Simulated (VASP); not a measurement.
# MgCd2SeS2 (P-4m2) in VASP: a series of runs

Runs on MgCd2SeS2. Level: PBE. Tasks: single point, relaxation of cell and atoms.

Program: VASP 6.6.1. These are calculated values, not measurements. Logs are shortened: lines on timing, memory, paths and dates and some standing lists are left out, and cuts for length are marked.

## (1) The cell of the first run

Symmetry: P-4m2, No. 115, tetragonal system. Conventional cell: a = 4.452 Å, b = 4.452 Å, c = 7.541 Å, α = 90.00°, β = 90.00°, γ = 90.00°. Within 3.4 Å of Mg (site symmetry -4m2) lie 4 Cd at 2.56 Å and 4 Se at 3.15 Å and 4 S at 3.27 Å. Within 3.4 Å of Cd (site symmetry 2mm) lie 2 Mg at 2.56 Å and 2 Se at 2.56 Å and 4 S at 3.35 Å. Se (site symmetry -4m2) has 4 Cd at 2.56 Å and 4 Mg at 3.15 Å and 4 S at 3.27 Å within 3.4 Å. S (site symmetry 2mm) has 2 Mg at 3.27 Å and 2 Se at 3.27 Å and 6 Cd at 3.35 to 3.88 Å and 8 S at 4.17 to 4.45 Å within 4.5 Å.

The cell was built from a structure type or drawn by symmetry, and may not be a known phase.

## (2) Single point, PBE

INCAR reads:

```
SYSTEM = MgCd2SeS2
ALGO     = Normal         ! electronic algorithm
EDIFF    = 1E-7           ! SCF threshold, eV
ENCUT    = 520            ! plane-wave cutoff, eV
GGA      = PE             ! functional
ISIF     = 2              ! what is computed and relaxed
ISMEAR   = 0              ! smearing method
LASPH    = .True.         ! aspherical terms in the spheres
LCHARG   = .False.        ! write CHGCAR
LREAL    = .False.        ! projectors in reciprocal space
LWAVE    = .False.        ! write WAVECAR
NBANDS   = 31             ! bands
NELM     = 100            ! most SCF steps
PREC     = Accurate       ! precision mode
SIGMA    = 0.1            ! smearing width, eV
```

KPOINTS reads:

```
k-points
0
Gamma
  4 4 2
  0 0 0
```

POSCAR reads:

```
MgCd2SeS2
1.0
    4.4522656400      0.0000000000      0.0000000000
    0.0000000000      4.4522656400      0.0000000000
    0.0000000000      0.0000000000      7.5411567300
Mg Cd Se S
1 2 1 2
Direct
    0.0000000000      0.0000000000      0.0000000000
    0.5000000000      0.0000000000      0.8327630200
    0.0000000000      0.5000000000      0.1672369800
    0.5000000000      0.5000000000      0.0000000000
    0.5000000000      0.0000000000      0.3183099900
    0.0000000000      0.5000000000      0.6816900100
```

Potentials or basis: VASP PAW PBE potentials, release 64 (Mg, Cd, Se, S).

Run with:

```console
$ cat potpaw_PBE.64/Mg/POTCAR potpaw_PBE.64/Cd/POTCAR potpaw_PBE.64/Se/POTCAR potpaw_PBE.64/S/POTCAR > POTCAR
$ mpirun -np 1 vasp_std > vasp.out
```

OUTCAR:

```text
SYSTEM = MgCd2SeS2
   EDIFF = 1E-7
   ENCUT = 520
   GGA = PE
   ISIF = 2
   ISMEAR = 0
   LASPH = .True.
   LREAL = .False.
   NELM = 100
   PREC = Accurate

 ion  position               nearest neighbor table
   1  0.000  0.000  0.000-   2 2.56   3 2.56   3 2.56   2 2.56   4 3.15   4 3.15   4 3.15   4 3.15

   2  0.500  0.000  0.833-   1 2.56   4 2.56   4 2.56   1 2.56
   3  0.000  0.500  0.167-   1 2.56   4 2.56   1 2.56   4 2.56
   4  0.500  0.500  0.000-   2 2.56   3 2.56   2 2.56   3 2.56   1 3.15   1 3.15   1 3.15   1 3.15

   5  0.500  0.000  0.318-
   6  0.000  0.500  0.682-

  LATTYP: Found a simple tetragonal cell.
 ALAT       =     4.4522656400
 C/A-ratio  =     1.6937796034

  Lattice vectors:

 A1 = (   4.4522656400,   0.0000000000,   0.0000000000)
 A2 = (   0.0000000000,   4.4522656400,   0.0000000000)
 A3 = (   0.0000000000,   0.0000000000,   7.5411567300)

Analysis of symmetry for initial positions (statically):
=====================================================================
 Subroutine PRICEL returns:
 Original cell was already a primitive cell.

 Routine SETGRP: Setting up the symmetry group for a
 simple tetragonal supercell.

 Subroutine GETGRP returns: Found  8 space group operations
 (whereof  8 operations were pure point group operations)
 out of a pool of 16 trial point group operations.

The static configuration has the point symmetry D_2d.

Analysis of symmetry for dynamics (positions and initial velocities):
=====================================================================
 Subroutine PRICEL returns:
 Original cell was already a primitive cell.

 Routine SETGRP: Setting up the symmetry group for a
 simple tetragonal supercell.

 Subroutine GETGRP returns: Found  8 space group operations
 (whereof  8 operations were pure point group operations)
 out of a pool of 16 trial point group operations.

The dynamic configuration has the point symmetry D_2d.

 Subroutine INISYM returns: Found  8 space group operations
 (whereof  8 operations are pure point group operations),
 and found     1 'primitive' translations

----------------------------------------------------------------------------------------

                                     Primitive cell

  volume of cell :     149.4859

  direct lattice vectors                    reciprocal lattice vectors
     4.452265640  0.000000000  0.000000000     0.224604748  0.000000000  0.000000000
     0.000000000  4.452265640  0.000000000     0.000000000  0.224604748  0.000000000
     0.000000000  0.000000000  7.541156730     0.000000000  0.000000000  0.132605651

  length of vectors
     4.452265640  4.452265640  7.541156730     0.224604748  0.224604748  0.132605651

  position of ions in fractional coordinates (direct lattice)
     0.000000000  0.000000000  0.000000000
     0.500000000  0.000000000  0.832763020
     0.000000000  0.500000000  0.167236980
     0.500000000  0.500000000  0.000000000
     0.500000000  0.000000000  0.318309990
     0.000000000  0.500000000  0.681690010

  ion indices of the primitive-cell ions
   primitive index   ion index
                 1           1
                 2           2
                 3           3
                 4           4
                 5           5
                 6           6

----------------------------------------------------------------------------------------

 KPOINTS: k-points

Automatic generation of k-mesh.
 Grid dimensions read from file:
 generate k-points for:    4    4    2

 Generating k-lattice:

  Cartesian coordinates                     Fractional coordinates (reciprocal lattice)
     0.056151187  0.000000000  0.000000000     0.250000000  0.000000000  0.000000000
     0.000000000  0.056151187  0.000000000     0.000000000  0.250000000  0.000000000
     0.000000000  0.000000000  0.066302826     0.000000000  0.000000000  0.500000000

  Length of vectors
     0.056151187  0.056151187  0.066302826

  Shift w.r.t. Gamma in fractional coordinates (k-lattice)
     0.000000000  0.000000000  0.000000000

 Subroutine IBZKPT returns following result:
 ===========================================

 Found     12 irreducible k-points:

 Following reciprocal coordinates:
            Coordinates               Weight
  0.000000  0.000000  0.000000      1.000000
  0.250000  0.000000  0.000000      4.000000
  0.500000  0.000000  0.000000      2.000000
  0.250000  0.250000  0.000000      4.000000
  0.500000  0.250000  0.000000      4.000000
  0.500000  0.500000  0.000000      1.000000
  0.000000  0.000000  0.500000      1.000000
  0.250000  0.000000  0.500000      4.000000
  0.500000  0.000000  0.500000      2.000000
  0.250000  0.250000  0.500000      4.000000
  0.500000  0.250000  0.500000      4.000000
  0.500000  0.500000  0.500000      1.000000
   k-points           NKPTS =     12   k-points in BZ     NKDIM =     12   number of bands    NBANDS=     31
   number of dos      NEDOS =    301   number of ions     NIONS =      6
   total plane-waves  NPLWV =  72576
   dimension x,y,z NGX =    36 NGY =   36 NGZ =   56
   dimension x,y,z NGXF=    72 NGYF=   72 NGZF=  112
   ions per type =               1   2   1   2
   NGX,Y,Z   is equivalent  to a cutoff of  13.44, 13.44, 12.35 a.u.
   NGXF,Y,Z  is equivalent  to a cutoff of  26.88, 26.88, 24.69 a.u.
 SYSTEM =  MgCd2SeS2
   PREC   = accura    normal or accurate (medium, high low for compatibility)
   ISTART =      0    job   : 0-new  1-cont  2-samecut
   ICHARG =      2    charge: 1-file 2-atom 10-const
   ISPIN  =      1    spin polarized calculation?
   LNONCOLLINEAR =      F non collinear calculations
   LSORBIT =      F    spin-orbit coupling
   LASPH  =      T    aspherical Exc in radial PAW
   ENCUT  =  520.0 eV  38.22 Ry    6.18 a.u.   8.28  8.28 14.02*2*pi/ulx,y,z
   NELM   =    100;   NELMIN=  2; NELMDL= -5     # of ELM steps
   EDIFF  = 0.1E-06   stopping-criterion for ELM
   LREAL  =      F    real-space projection
   EDIFFG = 0.1E-05   stopping-criterion for IOM
   NSW    =      0    number of steps for IOM
   IBRION =     -1    ionic relax: 0-MD 1-quasi-New 2-CG
   NFREE  =      0    steps in history (QN), initial steepest desc. (CG)
   ISIF   =      2    stress and relaxation
   ISYM   =      2    0-nonsym 1-usesym 2-fastsym
   POTIM  = 0.5000    time-step for ionic-motion
   TEBEG  =    0.0;   TEEND  =   0.0 temperature during run
   PSTRESS=    0.0 pullay stress
   NELECT =      44.0000    total number of electrons
   NUPDOWN=      -1.0000    fix difference up-down
   EMIN   =  10.00;   EMAX   =-10.00  energy-range for DOS
   EFERMI =   0.00;   METHOD = LEGACY
   ISMEAR =     0;   SIGMA  =   0.10  broadening in eV -4-tet -1-fermi 0-gaus
   EFERMI_NEDOS =   21; number of points for ismear=-14 and -15
   IALGO  =     38    algorithm
   IMIX   =      4    mixing-type and parameters
     AMIX     =   0.40;   BMIX     =  1.00
     AMIX_MAG =   1.60;   BMIX_MAG =  1.00
  volume/ion in A,a.u.               =      24.91       168.13
  Fermi-wavevector in a.u.,A,eV,Ry     =   1.088995  2.057901 16.135272  1.185909
  Thomas-Fermi vector in A             =   2.225188
   LORBIT       =      0    0 simple, 1 ext, 2 COOP (PROOUT), +10 PAW based schemes
   GGA     = PE    functional components
   LHFCALC =     F    Hartree Fock is set to
   AEXX    =    0.0000 exact exchange contribution
   IVDW    =     0    specifies the selected vdW correction
   LEPSILON=     F    determine dielectric tensor
   LRPA    =     F    only Hartree local field effects (RPA)
 non-spin polarized calculation
 Gauss-broadening in eV      SIGMA  =   0.10
  energy-cutoff  :      520.00
  volume of cell :      149.49
 maximum number of plane-waves:      4057
 NGX is ok and might be reduce to    36
   NGX = 17   NGY = 17   NGZ = 29

 number of electron      44.0000015 magnetization

 Free energy of the ion-electron system (eV)
  ---------------------------------------------------
  ext. energy  EPLUGINS =         0.00000000
  ---------------------------------------------------
  free energy    TOTEN  =       -11.18584323 eV

  energy without entropy =      -11.16372004  energy(sigma->0) =      -11.17478164

 E-fermi :   2.0772     XC(G=0):  -9.0506

 val. band max:        2.0496381440   @ k =   0.5000   0.2500   0.5000
 cond. band min:       2.0817757911   @ k =   0.5000   0.2500   0.0000
 fundamental gap:      0.0321376471
 Fermi energy:         2.0771522185

 k-point     1 :       0.0000    0.0000    0.0000
  band No.  band energies     occupation
      1     -12.6423      2.00000
      2      -9.0800      2.00000
      3      -9.0093      2.00000
      4      -7.6638      2.00000
      5      -7.6638      2.00000
      6      -7.6020      2.00000
[... 23 lines left out ...]
     30       8.2948      0.00000
     31       8.3170      0.00000

 k-point     2 :       0.2500    0.0000    0.0000
  band No.  band energies     occupation
      1     -12.5358      2.00000
      2      -9.0264      2.00000
      3      -8.9879      2.00000
      4      -7.6587      2.00000
      5      -7.6295      2.00000
      6      -7.5663      2.00000
[... 23 lines left out ...]
     30       7.9411      0.00000
     31       8.4595      0.00000

 k-point     3 :       0.5000    0.0000    0.0000
  band No.  band energies     occupation
      1     -12.4227      2.00000
      2      -9.0148      2.00000
      3      -8.9178      2.00000
      4      -7.6558      2.00000
      5      -7.5888      2.00000
      6      -7.5673      2.00000
[... 23 lines left out ...]
     30       8.2970      0.00000
     31       8.6678      0.00000

 k-point     4 :       0.2500    0.2500    0.0000
  band No.  band energies     occupation
      1     -12.4391      2.00000
      2      -9.0072      2.00000
      3      -8.9856      2.00000
      4      -7.6222      2.00000
      5      -7.6151      2.00000
      6      -7.5535      2.00000
[... 227 lines left out ...]
     30       8.3810      0.00000
     31       9.3302      0.00000

 k-point    11 :       0.5000    0.2500    0.5000
  band No.  band energies     occupation
      1     -12.3361      2.00000
      2      -9.0014      2.00000
      3      -8.9559      2.00000
      4      -7.5999      2.00000
      5      -7.5875      2.00000
      6      -7.5563      2.00000
[... 23 lines left out ...]
     30       8.9192      0.00000
     31       9.6767      0.00000

 k-point    12 :       0.5000    0.5000    0.5000
  band No.  band energies     occupation
      1     -12.2466      2.00000
      2      -9.0018      2.00000
      3      -9.0018      2.00000
      4      -7.6193      2.00000
      5      -7.5200      2.00000
      6      -7.5200      2.00000
[... 23 lines left out ...]
     30       9.8422      0.00000
     31       9.9263      0.00000

------------------------ aborting loop because EDIFF is reached ----------------------------------------

  FORCE on cell =-STRESS in cart. coord.  units (eV):
  Direction    XX          YY          ZZ          XY          YZ          ZX
  --------------------------------------------------------------------------------------
  -------------------------------------------------------------------------------------
  Total        5.4778137      5.4778137      1.6395503      0.0000000      0.0000000      0.0000000
  in kB       58.7107644     58.7107644     17.5725672      0.0000000      0.0000000      0.0000000
  external PRESSURE =      44.9980320 kB  Pullay stress =       0.0000000 kB

 VOLUME and BASIS-vectors are now :
 -----------------------------------------------------------------------------
  energy-cutoff  :      520.00
  volume of cell :      149.49
      direct lattice vectors                 reciprocal lattice vectors
     4.452265640  0.000000000  0.000000000     0.224604748  0.000000000  0.000000000
     0.000000000  4.452265640  0.000000000     0.000000000  0.224604748  0.000000000
     0.000000000  0.000000000  7.541156730     0.000000000  0.000000000  0.132605651

 POSITION                                       TOTAL-FORCE (eV/Angst)
 -----------------------------------------------------------------------------------
      0.00000      0.00000      0.00000         0.000000      0.000000      0.000000
      2.22613      0.00000      6.28000        -0.000000      0.000000     -3.648485
      0.00000      2.22613      1.26116        -0.000000      0.000000      3.648485
      2.22613      2.22613      0.00000        -0.000000      0.000000      0.000000
      2.22613      0.00000      2.40043        -0.000000      0.000000     -0.952406
      0.00000      2.22613      5.14073        -0.000000     -0.000000      0.952406
 -----------------------------------------------------------------------------------
    total drift:                                0.000000      0.000000      0.000000

  FREE ENERGIE OF THE ION-ELECTRON SYSTEM (eV)
  ---------------------------------------------------
  free  energy   TOTEN  =       -11.1858432345 eV

  energy  without entropy=      -11.1637200388  energy(sigma->0) =      -11.17478164
```

Run time: 1.8 min. Hardware: 1 thread of Intel Xeon 8259CL, shared host; peak memory 0.29 GiB.

What came out:

```
Free energy            : -11.1858 eV
Pressure               : 4.5 GPa
Largest force          : 3.648 eV/Å
Band gap on the k mesh : zero (bands 22 and 23 overlap by 0.59 eV)
```

Forces in eV/Å, atoms in the order of the input:
```
Mg   0.000  0.000  0.000
Cd   0.000  0.000 -3.648
Cd   0.000  0.000  3.648
Se   0.000  0.000  0.000
S    0.000  0.000 -0.952
S    0.000  0.000  0.952
```

Levels at points of the mesh, in eV from the Fermi level:
```csv
k point,band 19,band 20,band 21,band 22,band 23,band 24,band 25,band 26
"(0.00, 0.00, 0.00)",-1.04,-0.98,-0.98,-0.55,-0.55,0.68,2.13,3.86
"(0.50, 0.00, 0.00)",-0.99,-0.88,-0.70,-0.45,0.63,0.92,1.74,2.14
"(0.50, 0.50, 0.00)",-1.62,-1.46,-1.46,0.03,0.33,1.56,1.56,3.41
"(0.00, 0.00, 0.50)",-1.28,-1.28,-0.25,-0.25,0.20,0.94,1.50,2.86
"(0.50, 0.00, 0.50)",-1.18,-0.86,-0.67,-0.50,0.72,0.87,1.64,2.11
"(0.50, 0.50, 0.50)",-1.06,-0.85,-0.85,-0.25,0.54,0.69,0.69,3.09
```

Caveat: the k points lie up to 0.42 Å⁻¹ apart, too coarse for converged energies and pressures of a metal; semilocal functionals underestimate gaps, so a narrow gap can read as zero; forces of over 1 eV/Å act on the atoms, so gaps and moduli don't describe the material at rest.

(Continued in part 2 of 2.)
